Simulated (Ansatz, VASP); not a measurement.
## NaCl: VASP beside Ansatz

POSCAR

```
NaCl
1.0
   -0.0401720166      2.7625268138      2.7625268138
    2.7625268138     -0.0401720166      2.7625268138
    2.7625268138      2.7625268138     -0.0401720166
Na Cl
1 1
Direct
    0.0000000000      0.0000000000      0.0000000000
    0.5000000000      0.5000000000      0.5000000000
```

Contents of INCAR.step1:

```
PREC     = Accurate       # precision mode
ENCUT    = 520            # plane-wave cutoff, eV
ISMEAR   = 0              # smearing method
SIGMA    = 0.01           # smearing width, eV
LREAL    = F              # projectors in reciprocal space
LASPH    = T              # aspherical terms in the spheres
NELM     = 100            # most SCF steps
NBANDS   = 14             # bands
GGA      = PE             # functional
ALGO     = Normal         # electronic algorithm
EDIFF    = 1E-4           # SCF threshold, eV
LWAVE    = T              # write WAVECAR
LCHARG   = F              # write CHGCAR
```

Contents of INCAR.step2:

```
PREC     = Accurate       # precision mode
ENCUT    = 520            # plane-wave cutoff, eV
EDIFF    = 1E-6           # SCF threshold, eV
ISMEAR   = 0              # smearing method
SIGMA    = 0.01           # smearing width, eV
LREAL    = F              # projectors in reciprocal space
LASPH    = T              # aspherical terms in the spheres
NELM     = 100            # most SCF steps
ALGO     = Normal         # electronic algorithm
ISIF     = 2              # what is computed and relaxed
LWAVE    = F              # write WAVECAR
LCHARG   = T              # write CHGCAR
METAGGA  = R2SCAN         # meta-GGA
LMIXTAU  = T            
LELF     = T              # ELF
LVHAR    = T            
NBANDS   = 14             # bands
ISTART   = 1
```

Contents of KPOINTS:

```
Automatic mesh
0
Gamma
  8 8 8
```

Input for Ansatz:

```yaml
crystal:
  lattice:
    - [-0.0401720166, 2.7625268138, 2.7625268138]
    - [2.7625268138, -0.0401720166, 2.7625268138]
    - [2.7625268138, 2.7625268138, -0.0401720166]
  atoms:
    - { symbol: Na, position: [0.0, 0.0, 0.0] }
    - { symbol: Cl, position: [0.5, 0.5, 0.5] }
kpoints:
  mp_grid: { grid: [8, 8, 8] }
  band_path:
    path:
      - [0.0, 0.0, 0.0]
      - [0.5, 0.0, 0.5]
      - [0.625, 0.25, 0.625]
      - [0.375, 0.375, 0.75]
      - [0.5, 0.5, 0.5]
      - [0.5, 0.25, 0.75]
    npoints: 1
hamiltonian:
  xc: r2scan
scf:
  occupations: { method: fixed }
  n_extra_bands: 4
output:
  forces: true
  stress: true
  eigenvalues: true
```

Change from the starting cell: shear_111 strain -2.1%.

Alike in both runs: task single point; functional r2SCAN; k mesh 8 × 8 × 8; no spin polarisation.

|  | VASP | Ansatz |
| --- | --- | --- |
| version | VASP 6.6.1 | Ansatz 0.2.0 |
| potentials or method | VASP PAW PBE potentials, release 64 (Na_pv, Cl) | plane waves, PAW |
| plane-wave cutoff (eV) | 520 | 500 |
| occupations | gaussian, width 0.01 eV | fixed |
| valence electrons in the cell | 14 | 16 |

Ansatz gave:

```
gap on the k mesh at the Fermi level (eV)                     : 6.01
pressure (GPa)                                                : 0.7
traceless stress, the component that is largest in VASP (GPa) : 0.19
```

What did VASP give for the same quantities?

gap on the k mesh at the Fermi level (eV): 6.03; pressure (GPa): 0.5; traceless stress, the component that is largest in VASP (GPa): 0.20.

VASP's potentials were made for PBE, not for r2SCAN. VASP's potentials hold 14 valence electrons a cell and Ansatz's 16, so a difference there can come from the potentials and not from the codes.
